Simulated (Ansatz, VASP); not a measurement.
Two plane-wave programs on HfB2

```xyz
3
Lattice="3.1400 0.0000 0.0000 -1.5700 2.7193 0.0000 0.0000 0.0000 3.4800" Properties=species:S:1:pos:R:3 pbc="T T T"
Hf    0.0000    0.0000    0.0000
B     1.5700    0.9064    1.7400
B     0.0000    1.8129    1.7400
```

Alike in both runs: task single point; functional PBE-based global hybrid with a share of 0.15 of exact exchange; k mesh 6 × 6 × 5; occupations fermi-dirac, width 0.05 eV; no spin polarisation.

```csv
,VASP,Ansatz
version,VASP 6.6.1,Ansatz 0.2.0
potentials or method,"VASP PAW PBE potentials, release 64 (Hf_pv, B)",Ansatz PAW
plane-wave cutoff (eV),520,420
valence electrons in the cell,16,32
```

|  | VASP | Ansatz | Ansatz less VASP |
| --- | --- | --- | --- |
| gap on the k mesh at the Fermi level (eV) | none | none | - |
| pressure (GPa) | -1.5 | 0.0 | +1.55 |
| traceless stress, the component that is largest in VASP (GPa) | -1.43 | -1.34 | +0.088 |

VASP's potentials were made for PBE, not for PBE-based global hybrid. A gap of «none» marks a metal or a gap that the smearing closes. The functional is the same, so the differences come from potentials, cutoffs and numerics. VASP's potentials hold 16 valence electrons a cell and Ansatz's 32, so a difference there can come from the potentials and not from the codes.

The k mesh is coarse, so the values compare programs but aren't converged. Spin-orbit coupling is off throughout.
